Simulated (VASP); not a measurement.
Hf: relaxation of cell and atoms with RPBE+D3(BJ)

The system is Hf.

```xyz
2
Lattice="3.1967 0.0000 0.0000 -1.5983 2.7684 0.0000 0.0000 0.0000 5.0578" Properties=species:S:1:pos:R:3 pbc="T T T"
Hf    1.5984    0.9228    3.7934
Hf    0.0000    1.8456    1.2645
```

| Item | Value |
| --- | --- |
| Program | VASP 6.6.1 |
| Task | relaxation of cell and atoms |
| Functional | RPBE |
| Dispersion | D3(BJ) |
| Potentials or basis | VASP PAW PBE potentials, release 64 (Hf_pv) |
| Cutoff | 600 eV |
| k mesh | 10 × 10 × 5 |
| Occupations | fermi-dirac, width 0.05 eV |
| Spin | no spin polarisation |
| Dipole correction | no |
| Further INCAR settings | ALGO = Normal; EDIFF = 1e-07; IBRION = 2; EDIFFG = -0.02; NSW = 80; ISIF = 3 |

* Relaxed volume: 18.02 Å³/atom
* Relaxed cell: a = 2.963 Å, b = 2.963 Å, c = 4.740 Å, α = 90.00°, β = 90.00°, γ = 120.00°
* Space group after relaxing (to 0.05 Å): P6_3/mmc (No. 194)
* Energy gained by relaxing: 386.4 meV/atom
* Ionic steps: 7
* Pressure after relaxing: 0.2 GPa
* Band gap on the k mesh: zero (band 10 reaches 7.86 eV, above the bottom of band 11 at 6.25 eV)
* Dispersion energy per atom: -4.351 eV

Step by step:
```
step  energy change (eV)  largest force (eV/Å)  pressure (GPa)  volume (Å³)
   1              0.0000                0.0000          -24.60        44.76
   2              1.3186                0.0000           83.40        25.98
   3             -0.7653                0.0000           -2.75        36.75
   4             -0.7708                0.0000           -0.49        36.21
   5             -0.7709                0.0000            0.20        36.06
   6             -0.7727                0.0000            0.14        36.04
   7             -0.7727                0.0000            0.15        36.04
```

Final structure:
```cif
data_structure
_symmetry_space_group_name_H-M 'P 1'
_symmetry_Int_Tables_number 1
_cell_length_a 2.9629
_cell_length_b 2.9629
_cell_length_c 4.7405
_cell_angle_alpha 90.000
_cell_angle_beta 90.000
_cell_angle_gamma 120.000
_cell_volume 36.04
loop_
_atom_site_label
_atom_site_type_symbol
_atom_site_fract_x
_atom_site_fract_y
_atom_site_fract_z
_atom_site_occupancy
Hf1 Hf 0.66667 0.33333 0.75000 1
Hf2 Hf 0.33333 0.66667 0.25000 1
```

Levels at points of the mesh, in eV from the Fermi level:
```csv
k point,band 8,band 9,band 10,band 11,band 12,band 13
"(0.00, 0.00, 0.00)",-4.46,1.23,1.23,1.44,1.51,2.28
"(0.50, 0.00, 0.00)",-3.67,-3.02,-0.23,0.80,1.13,2.09
```

It took 120 s on 1 thread of Intel(R) Xeon(R) Platinum 8488C (Sapphire Rapids) (shared host), peak memory 0.21 GiB.

Caveat: the volume moved by over 15 % at a fixed basis, so the end points are rough; the PAW data sets were made with another functional, which shifts forces and pressure a little; spin-orbit coupling is left out, which moves the levels of the heavy elements; the volume moved by -19 % from the deposited cell, more than functionals usually miss; pairwise dispersion overbinds metals, which lowers pressure and volume.
